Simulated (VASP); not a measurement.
Write the native input for VASP 6.6.1 that does the following.

```
Task                   : single point
Functional             : r2SCAN
Potentials or basis    : VASP PAW PBE potentials, release 64 (Zn, S)
Cutoff                 : 610 eV
k mesh                 : 2 × 2 × 2
Occupations            : gaussian, width 0.01 eV
Spin                   : no spin polarisation
Dipole correction      : no
Second try             : timeout
Further INCAR settings : ALGO = Normal; EDIFF = 1e-06; NBANDS = 46
```

Crystal: ZnS.

```
CELL_PARAMETERS angstrom
12.60478 0.00000 0.00000
11.97094 3.77020 0.00000
12.10854 1.90396 3.29388
ATOMIC_POSITIONS crystal
Zn 0.60908 0.58042 0.56104
Zn 0.01390 0.97960 0.00383
Zn 0.43558 0.40098 0.40871
Zn 0.17751 0.16981 0.15015
S 0.36630 0.36188 0.32967
S 0.10469 0.11295 0.09091
S 0.50615 0.53362 0.52469
S 0.94601 0.93685 0.93222
```

The input as run:

POSCAR

```
ZnS
1.0
   12.6047850000      0.0000000000      0.0000000000
   11.9709446950      3.7701982555      0.0000000000
   12.1085435609      1.9039641902      3.2938811864
Zn S
4 4
Direct
    0.6090800000      0.5804200000      0.5610400000
    0.0139000000      0.9796000000      0.0038300000
    0.4355800000      0.4009800000      0.4087100000
    0.1775100000      0.1698100000      0.1501500000
    0.3663000000      0.3618800000      0.3296700000
    0.1046900000      0.1129500000      0.0909100000
    0.5061500000      0.5336200000      0.5246900000
    0.9460100000      0.9368500000      0.9322200000
```

INCAR.step1

```
SYSTEM = ZnS
PREC     = Accurate       ! precision mode
ENCUT    = 610            ! plane-wave cutoff, eV
ISMEAR   = 0              ! smearing method
SIGMA    = 0.01           ! smearing width, eV
LREAL    = .FALSE.        ! projectors in reciprocal space
LASPH    = .TRUE.         ! aspherical terms in the spheres
NELM     = 120            ! most SCF steps
NBANDS   = 46             ! bands
GGA      = PE             ! functional
ALGO     = Normal         ! electronic algorithm
EDIFF    = 1E-5           ! SCF threshold, eV
LWAVE    = .TRUE.         ! write WAVECAR
LCHARG   = .FALSE.        ! write CHGCAR
GGA_COMPAT= .FALSE.      
KPAR     = 2
```

INCAR.step2

```
SYSTEM = ZnS
PREC     = Accurate       ! precision mode
ENCUT    = 610            ! plane-wave cutoff, eV
EDIFF    = 1E-6           ! SCF threshold, eV
ISMEAR   = 0              ! smearing method
SIGMA    = 0.01           ! smearing width, eV
LREAL    = .FALSE.        ! projectors in reciprocal space
LASPH    = .TRUE.         ! aspherical terms in the spheres
NELM     = 120            ! most SCF steps
ALGO     = Normal         ! electronic algorithm
ISIF     = 2              ! what is computed and relaxed
LWAVE    = .FALSE.        ! write WAVECAR
LCHARG   = .FALSE.        ! write CHGCAR
METAGGA  = R2SCAN         ! meta-GGA
LMIXTAU  = .TRUE.       
NBANDS   = 46             ! bands
ISTART   = 1            
GGA_COMPAT= .FALSE.      
KPAR     = 2
```

KPOINTS

```
regular mesh
0
G
  2 2 2
  0 0 0
```

Potentials or basis: VASP PAW PBE potentials, release 64 (Zn, S).

Run with:

```sh
$ cat potpaw_PBE.64/Zn/POTCAR potpaw_PBE.64/S/POTCAR > POTCAR
$ cp INCAR.step1 INCAR
$ mpirun -np 8 vasp_std > vasp.out
$ cp INCAR.step2 INCAR
$ mpirun -np 8 vasp_std > vasp.out
```

Results of the run:

| Item | Value |
| --- | --- |
| Pressure | 3.4 GPa |
| Largest force | 0.798 eV/Å |
| Band gap on the k mesh | 2.60 eV |

Caveat: the k points lie up to 0.95 Å⁻¹ apart; the PAW data sets were made with another functional, which shifts forces and pressure a little.

It took 7.2 min on 8 MPI ranks on Intel(R) Xeon(R) 6975P-C (Granite Rapids) (shared host), peak memory 0.86 GiB a rank.
